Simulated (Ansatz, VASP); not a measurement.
**Two plane-wave programs on SnO2**

The input INCAR:

```
SYSTEM = SnO2
PREC = Accurate
ENCUT = 520
EDIFF = 1E-6
ISMEAR = 0
SIGMA = 0.05
LREAL = .False.
LASPH = .True.
NELM = 60
ALGO = Normal
ISIF = 2
LWAVE = .False.
LCHARG = .False.
GGA = PE
NBANDS = 35
```

Contents of KPOINTS:

```
Automatic mesh
0
Gamma
  6 6 8
  0 0 0
```

POSCAR

```
SnO2
1.0
    4.8277049966      0.0000000000      0.0000000000
    0.0000000000      4.8277049966      0.0000000000
    0.0000000000      0.0000000000      3.2379909407
Sn O
2 4
Direct
    0.0000000000      0.0000000000     -0.0038604185
    0.5000000000      0.5000000000      0.5000000000
    0.3066050867      0.3066050867      0.0000000000
    0.1933949133      0.8066050867      0.5000000000
    0.6933949133      0.6933949133      0.0000000000
    0.8066050867      0.1933949133      0.5000000000
```

Input for Ansatz:

```yaml
crystal:
  lattice:
    - [4.8277049966, 0.0, 0.0]
    - [0.0, 4.8277049966, 0.0]
    - [0.0, 0.0, 3.2379909407]
  atoms:
    - { symbol: Sn, position: [0.0, 0.0, -0.0038604185] }
    - { symbol: Sn, position: [0.5, 0.5, 0.5] }
    - { symbol: O, position: [0.3066050867, 0.3066050867, 0.0] }
    - { symbol: O, position: [0.1933949133, 0.8066050867, 0.5] }
    - { symbol: O, position: [0.6933949133, 0.6933949133, 0.0] }
    - { symbol: O, position: [0.8066050867, 0.1933949133, 0.5] }
basis:
  ecutwfc: 420
kpoints:
  mp_grid: { grid: [6, 6, 8] }
hamiltonian:
  xc: pbe
scf:
  occupations: { method: gaussian, width: 0.05 }
output:
  forces: true
  stress: true
  eigenvalues: true
```

Alike in both runs: task single point; functional PBE; k mesh 6 × 6 × 8; occupations gaussian, width 0.05 eV; no spin polarisation.

```csv
,VASP,Ansatz
version,VASP 6.6.1,Ansatz 0.2.0
potentials or method,"VASP PAW PBE potentials, release 64 (Sn_d, O), cutoff 520 eV","scalar-relativistic, plane waves, PAW"
valence electrons in the cell,52,52
```

|  | VASP | Ansatz | Ansatz less VASP |
| --- | --- | --- | --- |
| gap on the k mesh at the Fermi level (eV) | 0.67 | 0.68 | +0.012 |
| least direct gap on the mesh (eV) | 0.67 | 0.68 | +0.012 |
| pressure (GPa) | 0.6 | 0.0 | -0.61 |
| traceless stress, the component that is largest in VASP (GPa) | 0.21 | 0.02 | -0.200 |
| rms of the force components (eV/Å) | 0.064 | 0.061 | -0.0026 |

Atom by atom the forces differ by 0.008 eV/Å (rms over components). With one functional, cell and mesh, what is left measures potentials, basis and numerics.
